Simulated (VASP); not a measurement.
Runs of VASP 6.6.1 on Fe. The structure is that of space group I4/mmm (No. 139), or close to it. The cells are those of the table. 

```csv
cell,gap on the mesh (eV),pressure (GPa),moment (μB)
"a = 2.433 Å, angles 114.1, 114.1, 100.6°, 1 atom",none,1.0,(b)
"a = 2.397 Å, angles 112.9, 112.9, 102.7°, 1 atom",none,(c),2.07
"a = 2.361 Å, angles 111.8, 111.8, 104.9°, 1 atom",none,18.8,1.98
"a = 2.496 Å, angles 112.8, 112.8, 103.0°, 1 atom",none,-14.4,2.31
"a = 2.428 Å, angles 107.3, 107.3, 113.9°, 1 atom",none,(a),2.13
"a = 2.561 Å, angles 111.6, 111.6, 105.3°, 1 atom",none,-21.5,2.54
```

Alike in all rows: task single point; level PBEsol; potentials or basis VASP PAW PBE potentials, release 64 (Fe); spin collinear, ferromagnetic start; k mesh 24 × 24 × 24; cutoff (eV) 520; smearing gaussian 0.15 eV.

Q: Estimate the missing entries.

A: (a) -2.3; (b) 2.16; (c) 8.7.

Caveats: the PAW data sets were made with another functional, which shifts forces and pressure a little; the stress differs along the axes, from -9 to 6 GPa (at least some runs); the stress differs along the axes, from -1 to 14 GPa (at least some runs); the stress differs along the axes, from 10 to 23 GPa (at least some runs); the stress differs along the axes, from -21 to -11 GPa (at least some runs); the stress differs along the axes, from -7 to 7 GPa (at least some runs); the cell stands under tension (at least some runs).

A gap of «none» marks levels without a gap at the run's occupations.
